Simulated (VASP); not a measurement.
Here is a VASP 6.6.1 calculation.

File INCAR:

```
SYSTEM = MgO
PREC = Accurate ; ENCUT = 840
EDIFF = 1E-6 ; ISMEAR = 0
SIGMA = 0.02 ; LREAL = .FALSE.
LASPH = .TRUE. ; NELM = 120
ALGO = Normal ; ISIF = 2
LWAVE = .FALSE. ; LCHARG = .TRUE.
GGA = CA ; LELF = .TRUE.
LVHAR = .TRUE. ; NBANDS = 15
GGA_COMPAT = .FALSE.
```

KPOINTS

```
Automatic mesh
0
G
  10 10 10
  0 0 0
```

File POSCAR:

```
MgO
1.0
    0.0000000000      2.1001973465      2.1001973465
    2.1001973465      0.0000000000      2.1001973465
    2.1001973465      2.1001973465      0.0000000000
Mg O
1 1
Direct
    0.0000000000      0.0000000000      0.0000000000
    0.5000000000      0.5000000000      0.5000000000
```

Potentials or basis: VASP PAW LDA potentials, release 64 (Mg_sv, O).

Launch:

```bash
$ cat potpaw_LDA.64/Mg_sv/POTCAR potpaw_LDA.64/O/POTCAR > POTCAR
$ mpirun -np 1 vasp_std > vasp.out
```

Q: Predict the pressure.

A: -4.3 GPa.

Q: Estimate the band gap on the k mesh.

A: 4.75 eV.

Caveat: the cell stands under tension.
